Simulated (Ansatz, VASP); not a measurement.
# One calculation of PbSe, two programs

```
Pb Se
1.0
     4.31546    0.00000    0.00000
     0.00000    4.31546    0.00000
     0.00000    0.00000    6.10299
Pb Se
2 2
Direct
  0.00000 0.00000 0.00000
  0.50000 0.50000 0.50000
  0.50000 0.50000 0.00000
  0.00000 0.00000 0.50000
```

Alike in both runs: task single point; functional PBEsol; k mesh 8 × 8 × 6; occupations gaussian, width 0.01 eV; no spin polarisation.

```csv
,VASP,Ansatz
version,VASP 6.6.1,Ansatz 0.2.0
potentials or method,"VASP PAW PBE potentials, release 64 (Pb_d, Se), cutoff 500 eV","scalar-relativistic, plane waves, PAW"
valence electrons in the cell,40,60
```

|  | VASP | Ansatz | Ansatz less VASP |
| --- | --- | --- | --- |
| gap on the k mesh at the Fermi level (eV) | 0.17 | 0.18 | +0.005 |
| least direct gap on the mesh (eV) | 0.17 | 0.18 | +0.005 |
| pressure (GPa) | 0.0 | 0.0 | 0.00 |

VASP's potentials were made for PBE, not for PBEsol, and Ansatz warns of the same on its side. With one functional, cell and mesh, what is left measures potentials, basis and numerics. VASP's potentials hold 40 valence electrons a cell and Ansatz's 60, so a difference there can come from the potentials and not from the codes.

Neither program's run includes spin-orbit coupling.
